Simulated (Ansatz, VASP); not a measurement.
**BaZrO3 in VASP and in Ansatz**

```
Ba Zr O
1.0
     4.18072    0.00000    0.00000
     0.00000    4.18072    0.00000
     0.00000    0.00000    4.18072
Ba Zr O
1 1 3
Cartesian
  0.0000 0.0000 0.0000
  2.0904 2.0904 2.0904
  2.0904 2.0904 0.0000
  0.0000 2.0904 2.0904
  2.0904 0.0000 2.0904
```

Alike in both runs: functional PBEsol; k mesh 6 × 6 × 6; occupations gaussian, width 0.02 eV; no spin polarisation.

Ansatz relaxed the structure, and its values are those at the end. VASP's run is a single point on that final structure, the one shown.

|  | VASP | Ansatz |
| --- | --- | --- |
| version | VASP 6.6.1 | Ansatz 0.2.0 |
| potentials or method | VASP PAW PBE potentials, release 64 (Ba_sv, Zr_sv, O), cutoff 600 eV | scalar-relativistic, plane waves, PAW |
| valence electrons in the cell | 40 | 40 |

```tsv
	VASP	Ansatz	Ansatz less VASP
gap on the k mesh at the Fermi level (eV)	3.12	3.18	+0.058
least direct gap on the mesh (eV)	3.34	3.36	+0.024
pressure (GPa)	1.0	0.0	-1.03
```

VASP's potentials were made for PBE, not for PBEsol, and Ansatz warns of the same on its side.

Neither program's run includes spin-orbit coupling.
